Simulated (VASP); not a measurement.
Write the native input for VASP 6.6.1 that does the following.

```yaml
Task: single point
Functional: PBE0
Potentials_or_basis: VASP PAW PBE potentials, release 64 (Si)
Cutoff: 400 eV
k_mesh: 4 × 4 × 4
Occupations: gaussian, width 0.01 eV
Spin: no spin polarisation
Dipole_correction: no
Grid_for_exact_exchange_PRECFOCK: Normal
Further_INCAR_settings: ALGO = Normal; EDIFF = 1e-06; NBANDS = 11
Share_of_exact_exchange: 0.25
```

The system is Si.

```xyz
2
Lattice="3.8376 0.0000 0.0000 1.9188 3.3234 0.0000 1.9188 1.1078 3.1333" Properties=species:S:1:pos:R:3 pbc="T T T"
Si    5.7563    3.3234    2.3500
Si    3.8376    2.2156    1.5667
```

One way to write it, as run:

POSCAR

```
Si
1.0
    3.8375530000      0.0000000000      0.0000000000
    1.9187765000      3.3234183864      0.0000000000
    1.9187765000      1.1078061288      3.1333489036
Si
2
Direct
    0.7500000000      0.7500000000      0.7500000000
    0.5000000000      0.5000000000      0.5000000000
```

INCAR.step1

```
SYSTEM = Si
PREC = Accurate ; ENCUT = 400
EDIFF = 1E-5 ; ISMEAR = 0
SIGMA = 0.01 ; LREAL = .FALSE.
LASPH = .TRUE. ; NELM = 120
ALGO = Normal ; ISIF = 2
LWAVE = .TRUE. ; GGA = PE
NBANDS = 11 ; GGA_COMPAT = .FALSE.
```

INCAR.step2

```
SYSTEM = Si
PREC = Accurate ; ENCUT = 400
EDIFF = 1E-6 ; ISMEAR = 0
SIGMA = 0.01 ; LREAL = .FALSE.
LASPH = .TRUE. ; NELM = 120
ALGO = Normal ; ISIF = 2
LWAVE = .FALSE. ; LCHARG = .TRUE.
GGA = PE ; LHFCALC = .TRUE.
AEXX = 0.25 ; PRECFOCK = Normal
LELF = .TRUE. ; LVHAR = .TRUE.
ISTART = 1 ; NBANDS = 11
GGA_COMPAT = .FALSE.
```

KPOINTS

```
regular mesh
0
G
  4 4 4
  0 0 0
```

Potentials or basis: VASP PAW PBE potentials, release 64 (Si).

Launch:

```console
$ cat potpaw_PBE.64/Si/POTCAR > POTCAR
$ cp INCAR.step1 INCAR
$ mpirun -np 1 vasp_std > vasp.out
$ cp INCAR.step2 INCAR
$ mpirun -np 1 vasp_std > vasp.out
```

It gave:

```json
{
  "Pressure": "0.7 GPa",
  "Band gap on the k mesh": "2.06 eV (least direct gap 4.10 eV)"
}
```

Caveat: the k points lie up to 0.50 Å⁻¹ apart; the PAW data sets were made with another functional, which shifts forces and pressure a little.

Wall time 53 s on 1 thread of Intel(R) Xeon(R) Platinum 8375C CPU @ 2.90GHz (Ice Lake) (shared host), peak memory 0.14 GiB.
